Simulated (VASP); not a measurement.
# Rh (P6_3/mmc) in VASP: settings compared

Aim: see how the results for Rh move with the level of theory and the settings. Levels: r2SCAN, PBEsol. Tasks: single point.

Everything below comes from runs of VASP 6.6.1. Logs are shortened: lines on timing, memory, paths and dates and some standing lists are left out, and cuts for length are marked.

## (1) The cell of the first run

The structure is hexagonal, space group P6_3/mmc (No. 194). The conventional cell has a = 2.655 Å, b = 2.655 Å, c = 8.679 Å, α = 90.00°, β = 90.00°, γ = 120.00°. Rh (site symmetry -6m2) has 12 Rh at 2.66 Å within 3.5 Å. Within 3.5 Å of Rh (site symmetry -3m) lie 12 Rh at 2.66 Å.

This isn't the form of Rh at room conditions, which is fcc.

## (2) Single point, r2SCAN

Contents of POSCAR:

```
Rh
1.0
    2.6553652365      0.0000000000      0.0000000000
   -1.3276826182      2.2996137512      0.0000000000
    0.0000000000      0.0000000000      8.6791627142
Rh
4
Direct
    0.6666666667      0.3333333333      0.7500000000
    0.0000000000      0.0000000000      0.5000000000
    0.3333333333      0.6666666667      0.2500000000
    0.0000000000      0.0000000000      0.0000000000
```

Contents of INCAR.step1:

```
PREC = Accurate
ENCUT = 580
ISMEAR = -1
SIGMA = 0.05
LREAL = False
LASPH = True
NELM = 120
NBANDS = 42
GGA = PE
ALGO = Normal
EDIFF = 1E-5
LWAVE = True
LCHARG = False
GGA_COMPAT = False
```

Contents of INCAR.step2:

```
PREC = Accurate
ENCUT = 580
EDIFF = 1E-6
ISMEAR = -1
SIGMA = 0.05
LREAL = False
LASPH = True
NELM = 120
ALGO = Normal
ISIF = 2
LWAVE = False
LCHARG = True
METAGGA = R2SCAN
LMIXTAU = True
LELF = True
LVHAR = True
NBANDS = 42
ISTART = 1
GGA_COMPAT = False
```

Contents of KPOINTS:

```
regular mesh
0
Gamma
  11 11 3
```

Potentials or basis: VASP PAW PBE potentials, release 64 (Rh_sv_GW).

Run with:

```bash
$ cat potpaw_PBE.64/Rh_sv_GW/POTCAR > POTCAR
$ cp INCAR.step1 INCAR
$ mpirun -np 1 vasp_std > vasp.out
$ cp INCAR.step2 INCAR
$ mpirun -np 1 vasp_std > vasp.out
```

OUTCAR:

```text
PREC = Accurate
   ENCUT = 580
   EDIFF = 1E-6
   ISMEAR = -1
   LREAL = False
   LASPH = True
   NELM = 120
   ISIF = 2
   METAGGA = R2SCAN
   ISTART = 1

 ion  position               nearest neighbor table
   1  0.667  0.333  0.750-   2 2.66   4 2.66   2 2.66   4 2.66   2 2.66   4 2.66
   2  0.000  0.000  0.500-   1 2.66   3 2.66   1 2.66   3 2.66   1 2.66   3 2.66
   3  0.333  0.667  0.250-   2 2.66   4 2.66   2 2.66   4 2.66   2 2.66   4 2.66
   4  0.000  0.000  0.000-   1 2.66   3 2.66   1 2.66   3 2.66   1 2.66   3 2.66

  LATTYP: Found a hexagonal cell.
 ALAT       =     2.6553652365
 C/A-ratio  =     3.2685382014

  Lattice vectors:

 A1 = (   2.6553652365,   0.0000000000,   0.0000000000)
 A2 = (  -1.3276826182,   2.2996137512,   0.0000000000)
 A3 = (   0.0000000000,   0.0000000000,   8.6791627142)

Analysis of symmetry for initial positions (statically):
=====================================================================
 Subroutine PRICEL returns:
 Original cell was already a primitive cell.

 Routine SETGRP: Setting up the symmetry group for a
 hexagonal supercell.

 Subroutine GETGRP returns: Found 24 space group operations
 (whereof 12 operations were pure point group operations)
 out of a pool of 24 trial point group operations.

The static configuration has the point symmetry D_3d.
 The point group associated with its full space group is D_6h.

Analysis of symmetry for dynamics (positions and initial velocities):
=====================================================================
 Subroutine PRICEL returns:
 Original cell was already a primitive cell.

 Routine SETGRP: Setting up the symmetry group for a
 hexagonal supercell.

 Subroutine GETGRP returns: Found 24 space group operations
 (whereof 12 operations were pure point group operations)
 out of a pool of 24 trial point group operations.

The dynamic configuration has the point symmetry D_3d.
 The point group associated with its full space group is D_6h.

 Subroutine INISYM returns: Found 24 space group operations
 (whereof 12 operations are pure point group operations),
 and found     1 'primitive' translations

----------------------------------------------------------------------------------------

                                     Primitive cell

  volume of cell :      52.9977

  direct lattice vectors                    reciprocal lattice vectors
     2.655365236  0.000000000  0.000000000     0.376596028  0.217427818  0.000000000
    -1.327682618  2.299613751  0.000000000     0.000000000  0.434855636  0.000000000
     0.000000000  0.000000000  8.679162714     0.000000000  0.000000000  0.115218487

  length of vectors
     2.655365236  2.655365237  8.679162714     0.434855636  0.434855636  0.115218487

  position of ions in fractional coordinates (direct lattice)
     0.666666667  0.333333333  0.750000000
     0.000000000  0.000000000  0.500000000
     0.333333333  0.666666667  0.250000000
     0.000000000  0.000000000  0.000000000

  ion indices of the primitive-cell ions
   primitive index   ion index
                 1           1
                 2           2
                 3           3
                 4           4

----------------------------------------------------------------------------------------

 KPOINTS: regular mesh

Automatic generation of k-mesh.
 Grid dimensions read from file:
 generate k-points for:   11   11    3

 Generating k-lattice:

  Cartesian coordinates                     Fractional coordinates (reciprocal lattice)
     0.034236003  0.019766165  0.000000000     0.090909091 -0.000000000  0.000000000
     0.000000000  0.039532331  0.000000000     0.000000000  0.090909091  0.000000000
     0.000000000  0.000000000  0.038406162     0.000000000  0.000000000  0.333333333

  Length of vectors
     0.039532331  0.039532331  0.038406162

  Shift w.r.t. Gamma in fractional coordinates (k-lattice)
     0.000000000  0.000000000  0.000000000

 Subroutine IBZKPT returns following result:
 ===========================================

 Found     32 irreducible k-points:

 Following reciprocal coordinates:
            Coordinates               Weight
  0.000000  0.000000  0.000000      1.000000
  0.090909  0.000000  0.000000      6.000000
  0.181818  0.000000  0.000000      6.000000
  0.272727  0.000000  0.000000      6.000000
  0.363636  0.000000  0.000000      6.000000
  0.454545  0.000000  0.000000      6.000000
[... 16 lines left out ...]
  0.090909  0.090909  0.333333     12.000000
  0.181818  0.090909  0.333333     24.000000
 [... further k-points ...]
   k-points           NKPTS =     32   k-points in BZ     NKDIM =     32   number of bands    NBANDS=     42
   number of dos      NEDOS =    301   number of ions     NIONS =      4
   total plane-waves  NPLWV =  40320
   dimension x,y,z NGX =    24 NGY =   24 NGZ =   70
   dimension x,y,z NGXF=    48 NGYF=   48 NGZF=  140
   ions per type =               4
   NGX,Y,Z   is equivalent  to a cutoff of  15.03, 15.03, 13.41 a.u.
   NGXF,Y,Z  is equivalent  to a cutoff of  30.05, 30.05, 26.82 a.u.
 SYSTEM =  unknown system
   PREC   = accura    normal or accurate (medium, high low for compatibility)
   ISTART =      1    job   : 0-new  1-cont  2-samecut
   ICHARG =      0    charge: 1-file 2-atom 10-const
   ISPIN  =      1    spin polarized calculation?
   LNONCOLLINEAR =      F non collinear calculations
   LSORBIT =      F    spin-orbit coupling
   LASPH  =      T    aspherical Exc in radial PAW
   ENCUT  =  580.0 eV  42.63 Ry    6.53 a.u.   5.21  5.21 17.04*2*pi/ulx,y,z
   NELM   =    120;   NELMIN=  2; NELMDL=  0     # of ELM steps
   EDIFF  = 0.1E-05   stopping-criterion for ELM
   LREAL  =      F    real-space projection
   EDIFFG = 0.1E-04   stopping-criterion for IOM
   NSW    =      0    number of steps for IOM
   IBRION =     -1    ionic relax: 0-MD 1-quasi-New 2-CG
   NFREE  =      0    steps in history (QN), initial steepest desc. (CG)
   ISIF   =      2    stress and relaxation
   ISYM   =      2    0-nonsym 1-usesym 2-fastsym
   POTIM  = 0.5000    time-step for ionic-motion
   TEBEG  =    0.0;   TEEND  =   0.0 temperature during run
   PSTRESS=    0.0 pullay stress
   NELECT =      68.0000    total number of electrons
   NUPDOWN=      -1.0000    fix difference up-down
   EMIN   =  10.00;   EMAX   =-10.00  energy-range for DOS
   EFERMI =   0.00;   METHOD = LEGACY
   ISMEAR =    -1;   SIGMA  =   0.05  broadening in eV -4-tet -1-fermi 0-gaus
   EFERMI_NEDOS =   21; number of points for ismear=-14 and -15
   IALGO  =     38    algorithm
   IMIX   =      4    mixing-type and parameters
     AMIX     =   0.40;   BMIX     =  1.00
     AMIX_MAG =   1.60;   BMIX_MAG =  1.00
  volume/ion in A,a.u.               =      13.25        89.41
  Fermi-wavevector in a.u.,A,eV,Ry     =   1.778930  3.361690 43.056876  3.164591
  Thomas-Fermi vector in A             =   2.844024
   LORBIT       =      0    0 simple, 1 ext, 2 COOP (PROOUT), +10 PAW based schemes
   METAGGA = R2SCAN    functional components
   LHFCALC =     F    Hartree Fock is set to
   AEXX    =    0.0000 exact exchange contribution
   IVDW    =     0    specifies the selected vdW correction
   LEPSILON=     F    determine dielectric tensor
   LRPA    =     F    only Hartree local field effects (RPA)
 non-spin polarized calculation
  energy-cutoff  :      580.00
  volume of cell :       53.00
 maximum number of plane-waves:      1697
 NGX is ok and might be reduce to    24
   NGX = 11   NGY = 11   NGZ = 35

 number of electron      68.0000001 magnetization

 Free energy of the ion-electron system (eV)
  ---------------------------------------------------
  ext. energy  EPLUGINS =         0.00000000
  ---------------------------------------------------
  free energy    TOTEN  =       -92.98265185 eV

  energy without entropy =      -92.93465896  energy(sigma->0) =      -92.95865541

 E-fermi :  11.3559     XC(G=0): -15.5539

 val. band max:       11.3496946778   @ k =   0.2727   0.0909   0.0000
 cond. band min:      11.3594696975   @ k =   0.1818   0.0909   0.3333
 fundamental gap:      0.0097750197
 Fermi energy:        11.3558675330

 k-point     1 :       0.0000    0.0000    0.0000
  band No.  band energies     occupation
      1     -69.9456      2.00000
      2     -69.8813      2.00000
      3     -69.8660      2.00000
      4     -69.8009      2.00000
      5     -37.4127      2.00000
      6     -36.9823      2.00000
[... 34 lines left out ...]
     41      20.7947      0.00000
     42      26.4702      0.00000

 k-point     2 :       0.0909    0.0000    0.0000
  band No.  band energies     occupation
      1     -69.9355      2.00000
      2     -69.8737      2.00000
      3     -69.8584      2.00000
      4     -69.7959      2.00000
      5     -37.3897      2.00000
      6     -36.9882      2.00000
[... 34 lines left out ...]
     41      20.7386      0.00000
     42      26.8460      0.00000

 k-point     3 :       0.1818    0.0000    0.0000
  band No.  band energies     occupation
      1     -69.9078      2.00000
      2     -69.8533      2.00000
      3     -69.8380      2.00000
      4     -69.7830      2.00000
      5     -37.3251      2.00000
      6     -37.0228      2.00000
[... 34 lines left out ...]
     41      20.6141      0.00000
     42      27.4361      0.00000

 k-point     4 :       0.2727    0.0000    0.0000
  band No.  band energies     occupation
      1     -69.8697      2.00000
      2     -69.8265      2.00000
      3     -69.8111      2.00000
      4     -69.7676      2.00000
      5     -37.2390      2.00000
      6     -37.1423      2.00000
[... 844 lines left out ...]
     41      21.3231      0.00000
     42      21.3943      0.00000

 k-point    23 :       0.0909    0.0909    0.3333
  band No.  band energies     occupation
      1     -69.9081      2.00000
      2     -69.8851      2.00000
      3     -69.8189      2.00000
      4     -69.7956      2.00000
      5     -37.3003      2.00000
      6     -37.1758      2.00000
[... 34 lines left out ...]
     41      22.2351      0.00000
     42      25.1562      0.00000

 k-point    24 :       0.1818    0.0909    0.3333
  band No.  band energies     occupation
      1     -69.8764      2.00000
      2     -69.8568      2.00000
      3     -69.7999      2.00000
      4     -69.7801      2.00000
      5     -37.2423      2.00000
      6     -37.1742      2.00000
[... 34 lines left out ...]
     41      22.5537      0.00000
     42      25.5417      0.00000

 [... further k-points ...]

------------------------ aborting loop because EDIFF is reached ----------------------------------------

  FORCE on cell =-STRESS in cart. coord.  units (eV):
  Direction    XX          YY          ZZ          XY          YZ          ZX
  --------------------------------------------------------------------------------------
  -------------------------------------------------------------------------------------
  Total        3.3598329      3.3598329      2.8120643      0.0000000      0.0000000     -0.0000000
  in kB      101.5713610    101.5713610     85.0117271      0.0000000      0.0000000     -0.0000000
  external PRESSURE =      96.0514831 kB  Pullay stress =       0.0000000 kB

 VOLUME and BASIS-vectors are now :
 -----------------------------------------------------------------------------
  energy-cutoff  :      580.00
  volume of cell :       53.00
      direct lattice vectors                 reciprocal lattice vectors
     2.655365236  0.000000000  0.000000000     0.376596028  0.217427818  0.000000000
    -1.327682618  2.299613751  0.000000000     0.000000000  0.434855636  0.000000000
     0.000000000  0.000000000  8.679162714     0.000000000  0.000000000  0.115218487

 POSITION                                       TOTAL-FORCE (eV/Angst)
 -----------------------------------------------------------------------------------
      1.32768      0.76654      6.50937         0.000000      0.000000      0.000000
      0.00000      0.00000      4.33958         0.000000     -0.000000      0.000000
     -0.00000      1.53308      2.16979        -0.000000      0.000000      0.000000
      0.00000      0.00000      0.00000         0.000000     -0.000000      0.000000
 -----------------------------------------------------------------------------------
    total drift:                               -0.000000      0.000000      0.000000

  FREE ENERGIE OF THE ION-ELECTRON SYSTEM (eV)
  ---------------------------------------------------
  free  energy   TOTEN  =       -92.9826518500 eV

  energy  without entropy=      -92.9346589636  energy(sigma->0) =      -92.95865541
```

Wall time 5.8 min (1 thread of Intel Xeon Platinum 8259CL at 2.50GHz (Skylake/Cascade Lake), shared host); peak memory 0.24 GiB.

What came out:

```
Free energy            : -92.9827 eV
Pressure               : 9.6 GPa
Band gap on the k mesh : zero (bands 34 and 35 overlap by 1.82 eV)
```

Stress tensor (GPa, compression positive):
```
10.16  0.00  0.00
 0.00 10.16  0.00
 0.00  0.00  8.50
```

Caveat: the cell stands under pressure; the PAW data sets were made with another functional, which shifts forces and pressure a little.

[end of part 1 of 2]
